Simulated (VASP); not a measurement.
# CuO (R-3m) in VASP: a series of runs, part 2 of 2

VASP 6.6.1. The steps go on from the part before.

## Step 3: Single point, PBE

This run uses another cell than the first one, of 9.67 Å³/atom.

INCAR reads:

```
PREC = Accurate ; ENCUT = 520
EDIFF = 1E-7 ; ISMEAR = 0
SIGMA = 0.1 ; LREAL = F
LASPH = T ; NELM = 80
ALGO = Normal ; ISIF = 2
LWAVE = F ; LCHARG = F
GGA = PE ; NBANDS = 25
```

KPOINTS reads:

```
Automatic mesh
0
Gamma
  18 18 18
```

POSCAR reads:

```
CuO
1.0
    1.4393879162      0.8310310009      5.3897848601
   -1.4393879162      0.8310310009      5.3897848601
    0.0000000000     -1.6620620018      5.3897848601
Cu O
2 2
Direct
    0.0000000000      0.0000000000      0.0000000000
    0.5000000000      0.5000000000      0.5000000000
    0.1061648437      0.1061648437      0.1061648437
    0.8938351563      0.8938351563      0.8938351563
```

Potentials or basis: VASP PAW PBE potentials, release 64 (Cu, O).

On the command line:

```console
$ cat potpaw_PBE.64/Cu/POTCAR potpaw_PBE.64/O/POTCAR > POTCAR
$ mpirun -np 1 vasp_std > vasp.out
```

OUTCAR:

```text
PREC = Accurate
   ENCUT = 520
   EDIFF = 1E-7
   ISMEAR = 0
   LREAL = F
   LASPH = T
   NELM = 80
   ISIF = 2
   GGA = PE

 ion  position               nearest neighbor table
   1  0.000  0.000  0.000-   3 1.72   4 1.72
   2  0.500  0.500  0.500-   3 1.93   3 1.93   4 1.93   4 1.93   3 1.93   4 1.93
   3  0.106  0.106  0.106-   1 1.72   2 1.93   2 1.93   2 1.93
   4  0.894  0.894  0.894-   1 1.72   2 1.93   2 1.93   2 1.93

  LATTYP: Found a trigonal (rhomboedric) cell.
 ALAT       =     5.6402332342
 COS(alpha) =     0.8697458485

  Lattice vectors:

 A1 = (   1.4393879162,   0.8310310009,   5.3897848601)
 A2 = (  -1.4393879162,   0.8310310009,   5.3897848601)
 A3 = (   0.0000000000,  -1.6620620018,   5.3897848601)

Analysis of symmetry for initial positions (statically):
=====================================================================
 Subroutine PRICEL returns:
 Original cell was already a primitive cell.
[... 171 lines left out ...]
  free energy    TOTEN  =       -18.63454410 eV

  energy without entropy =      -18.61558975  energy(sigma->0) =      -18.62506693

 E-fermi :   6.2005     XC(G=0): -12.1305

 val. band max:        6.1994793514   @ k =   0.1667   0.1667  -0.0000
 cond. band min:       6.2020367243   @ k =  -0.3333   0.4444   0.1111
 fundamental gap:      0.0025573729
 Fermi energy:         6.2005204114

 k-point     1 :       0.0000    0.0000    0.0000
  band No.  band energies     occupation
      1     -14.5723      2.00000
      2     -12.7742      2.00000
      3      -2.6359      2.00000
      4       0.0213      2.00000
      5       0.0213      2.00000
      6       1.5188      2.00000
[... 661 lines left out ...]
     24      20.9091      0.00000
     25      21.5224      0.00000

 [... further k-points ...]

------------------------ aborting loop because EDIFF is reached ----------------------------------------

  FORCE on cell =-STRESS in cart. coord.  units (eV):
  Direction    XX          YY          ZZ          XY          YZ          ZX
  --------------------------------------------------------------------------------------
  -------------------------------------------------------------------------------------
  Total        6.0885939      6.0885939     11.5693133      0.0000000     -0.0000000      0.0000000
  in kB      252.1795302    252.1795302    479.1819025      0.0000000     -0.0000000      0.0000000
  external PRESSURE =     327.8469876 kB  Pullay stress =       0.0000000 kB

 VOLUME and BASIS-vectors are now :
 -----------------------------------------------------------------------------
  energy-cutoff  :      520.00
  volume of cell :       38.68
      direct lattice vectors                 reciprocal lattice vectors
     1.439387916  0.831031001  5.389784860     0.347369875  0.200554091  0.061845388
    -1.439387916  0.831031001  5.389784860    -0.347369875  0.200554091  0.061845388
     0.000000000 -1.662062002  5.389784860     0.000000000 -0.401108181  0.061845388

 POSITION                                       TOTAL-FORCE (eV/Angst)
 -----------------------------------------------------------------------------------
      0.00000      0.00000      0.00000         0.000000      0.000000      0.000000
      0.00000      0.00000      8.08468         0.000000     -0.000000      0.000000
      0.00000      0.00000      1.71662         0.000000     -0.000000      0.508970
      0.00000      0.00000     14.45274         0.000000      0.000000     -0.508970
 -----------------------------------------------------------------------------------
    total drift:                               -0.000000      0.000000     -0.000000

  FREE ENERGIE OF THE ION-ELECTRON SYSTEM (eV)
  ---------------------------------------------------
  free  energy   TOTEN  =       -18.6345440966 eV

  energy  without entropy=      -18.6155897547  energy(sigma->0) =      -18.62506693
```

It took 15 min on 1 thread of Intel Xeon 6975P-C (Granite Rapids), shared host; peak memory 0.61 GiB.

What came out:

```
Free energy            : -18.6345 eV
Pressure               : 32.8 GPa
Largest force          : 0.509 eV/Å
Band gap on the k mesh : zero (bands 17 and 18 overlap by 1.11 eV)
```

Forces in eV/Å, atoms in the order of the input:
```
Cu   0.000  0.000  0.000
Cu   0.000  0.000  0.000
O    0.000  0.000  0.509
O    0.000  0.000 -0.509
```

Stress tensor (GPa, compression positive):
```
25.22  0.00  0.00
 0.00 25.22  0.00
 0.00  0.00 47.92
```

Caveat: the stress differs along the axes, from 25 to 48 GPa; semilocal functionals often make such compounds metallic where correlation or magnetic order opens a gap, which also shifts bond lengths.

## Step 4: Single point, PBE

This run uses another cell than the first one, of 10.35 Å³/atom.

INCAR reads:

```
PREC = Accurate
ENCUT = 520
EDIFF = 1E-7
ISMEAR = 0
SIGMA = 0.1
LREAL = False
LASPH = True
NELM = 80
ALGO = Normal
ISIF = 2
LWAVE = False
LCHARG = False
GGA = PE
NBANDS = 25
```

KPOINTS reads:

```
regular mesh
0
Gamma
  18 18 18
```

POSCAR reads:

```
CuO
1.0
    1.4721124234      0.8499245039      5.5123217046
   -1.4721124234      0.8499245039      5.5123217046
    0.0000000000     -1.6998490079      5.5123217046
Cu O
2 2
Direct
    0.0000000000      0.0000000000      0.0000000000
    0.5000000000      0.5000000000      0.5000000000
    0.1061648437      0.1061648437      0.1061648437
    0.8938351563      0.8938351563      0.8938351563
```

On the command line:

```console
$ cat potpaw_PBE.64/Cu/POTCAR potpaw_PBE.64/O/POTCAR > POTCAR
$ mpirun -np 1 vasp_std > vasp.out
```

Run time: 19 min. Hardware: 1 thread of Intel Xeon 6975P-C (Granite Rapids), shared host; peak memory 0.71 GiB.

Results (log left out):

| Property | Result |
| --- | --- |
| Free energy | -19.0396 eV |
| Pressure | 15.8 GPa |
| Largest force | 0.327 eV/Å |
| Band gap on the k mesh | zero (bands 17 and 18 overlap by 1.03 eV) |

Forces on the atoms (eV/Å):
```
Cu   0.000  0.000  0.000
Cu   0.000  0.000  0.000
O    0.000  0.000  0.327
O    0.000  0.000 -0.327
```

Stress tensor (GPa, compression positive):
```
12.24  0.00  0.00
 0.00 12.24  0.00
 0.00  0.00 22.90
```

Levels at points of the mesh, in eV from the Fermi level:
| k point | band 13 | band 14 | band 15 | band 16 | band 17 | band 18 | band 19 | band 20 | band 21 | band 22 |
| --- | --- | --- | --- | --- | --- | --- | --- | --- | --- | --- |
| (0.00, 0.00, 0.00) | -2.43 | -2.39 | -2.39 | -2.37 | 0.76 | 0.76 | 2.51 | 6.96 | 8.54 | 14.23 |
| (0.50, 0.00, 0.00) | -1.85 | -1.77 | -1.53 | -0.62 | -0.35 | 0.12 | 3.10 | 6.55 | 9.55 | 12.30 |
| (0.50, 0.50, 0.00) | -2.47 | -2.01 | -1.85 | -1.34 | 0.15 | 0.69 | 3.30 | 7.25 | 9.75 | 10.79 |
| (0.50, 0.50, 0.50) | -2.47 | -2.08 | -0.93 | -0.93 | 0.27 | 0.27 | 4.20 | 5.34 | 9.05 | 13.34 |

Caveat: the stress differs along the axes, from 12 to 23 GPa; semilocal functionals often make such compounds metallic where correlation or magnetic order opens a gap, which also shifts bond lengths. With open d or f shells a metallic result of PBE can be an artefact of self-interaction; +U or a hybrid may open a gap.

## Step 5: Overview

| cell | gap on the mesh (eV) | pressure (GPa) | largest force (eV/Å) |
| --- | --- | --- | --- |
| a = 5.506 Å, angles 29.6°, 4 atoms | none | 56.9 | 0.72 |
| a = 5.640 Å, angles 29.6°, 4 atoms | none | 32.8 | 0.51 |
| a = 5.768 Å, angles 29.6°, 4 atoms | none | 15.8 | 0.33 |

Alike in all rows: task single point; level PBE; potentials or basis VASP PAW PBE potentials, release 64 (Cu, O); no spin polarisation; k mesh 18 × 18 × 18; cutoff (eV) 520; smearing gaussian 0.1 eV.

Caveats: semilocal functionals often make such compounds metallic where correlation or magnetic order opens a gap, which also shifts bond lengths; the stress differs along the axes, from 44 to 83 GPa (at least some runs); the stress differs along the axes, from 25 to 48 GPa (at least some runs); the stress differs along the axes, from 12 to 23 GPa (at least some runs).

Absolute energies hang on the potentials; compare differences alone.
